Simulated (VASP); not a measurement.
AlInGa2B4P8:

```
CELL_PARAMETERS angstrom
-4.90459 4.90459 0.00000
-4.90459 0.00000 4.90459
0.00000 4.90459 4.90459
ATOMIC_POSITIONS crystal
B 0.49325 0.00493 0.00021
B 0.00175 0.99788 0.49758
B 0.49999 0.49962 0.00424
B 0.50261 0.49602 0.50074
Al 0.99641 0.50278 0.49827
P 0.87301 0.87187 0.37876
P 0.36967 0.87660 0.37719
P 0.87477 0.37399 0.37716
P 0.87661 0.87215 0.87915
P 0.37186 0.38176 0.36887
P 0.37988 0.86766 0.87561
P 0.87650 0.37521 0.87409
P 0.36687 0.38131 0.87628
Ga 0.00192 0.49612 0.00220
Ga 0.50579 0.00157 0.49911
In 0.99930 0.00509 0.99629
```

| Item | Value |
| --- | --- |
| Program | VASP 6.6.1 |
| Task | relaxation of cell and atoms |
| Functional | PBE |
| Potentials or basis | VASP PAW PBE potentials, release 64 (B, Al, P, Ga_d, In_d) |
| Cutoff | 600 eV |
| k mesh | 2 × 2 × 2, shifted |
| Occupations | gaussian, width 0.1 eV |
| Spin | no spin polarisation |

At the start: pressure 25.5 GPa; volume 14.75 Å³/atom.

**Question.** How do energy, volume and symmetry change on relaxing?

**Answer.** Over 18 steps the energy falls by 470.3 meV/atom and the volume is 16.73 Å³/atom (+13.5 %); space group P1 (No. 1, to 0.1 Å) before, C2 (No. 5, to 0.1 Å).

Step by step:
```csv
step,energy change (eV),largest force (eV/Å),pressure (GPa),volume (Å³)
1,0.0000,8.5641,25.49,235.96
2,-3.7265,2.0209,-13.07,325.49
3,-6.8022,1.9387,-4.32,281.79
4,-6.8128,1.9870,-3.71,280.08
5,-6.8135,2.0176,-3.37,279.13
6,-7.4376,0.4890,-0.68,269.46
7,-7.4452,0.5404,-0.25,268.32
8,-7.4961,0.2351,0.39,266.42
9,-7.4961,0.2390,0.37,266.46
10,-7.5109,0.1553,0.01,267.46
11,-7.5130,0.1518,-0.20,268.03
12,-7.5184,0.0786,0.06,267.60
13,-7.5193,0.0804,0.19,267.35
14,-7.5219,0.0546,-0.05,268.03
15,-7.5220,0.0667,-0.12,268.22
16,-7.5235,0.0414,-0.06,268.08
17,-7.5236,0.0468,-0.04,268.04
18,-7.5243,0.0269,0.05,267.76
```

Final structure:
```yaml
crystal:
  lattice:
    - [-5.16247, 5.19446, -0.00133]
    - [-5.11038, 0.05050, 5.09356]
    - [-0.05131, 5.14201, 5.09304]
  atoms:
    - { symbol: B, position: [0.50519, 0.99422, 0.99519] }
    - { symbol: B, position: [0.98386, 0.00629, 0.50653] }
    - { symbol: B, position: [0.50229, 0.50626, 0.00649] }
    - { symbol: B, position: [0.50341, 0.49566, 0.49649] }
    - { symbol: Al, position: [0.00081, 0.49901, 0.49866] }
    - { symbol: P, position: [0.88442, 0.88330, 0.40292] }
    - { symbol: P, position: [0.37105, 0.86352, 0.36505] }
    - { symbol: P, position: [0.85123, 0.35709, 0.39584] }
    - { symbol: P, position: [0.84672, 0.89184, 0.85108] }
    - { symbol: P, position: [0.39503, 0.39511, 0.35737] }
    - { symbol: P, position: [0.41048, 0.85074, 0.89176] }
    - { symbol: P, position: [0.82820, 0.40447, 0.88280] }
    - { symbol: P, position: [0.39949, 0.36444, 0.86442] }
    - { symbol: Ga, position: [0.00060, 0.49773, 0.99834] }
    - { symbol: Ga, position: [0.50342, 0.99765, 0.49749] }
    - { symbol: In, position: [0.00399, 0.99725, 0.99533] }
```

Caveat: the k points lie up to 0.54 Å⁻¹ apart in the final cell.
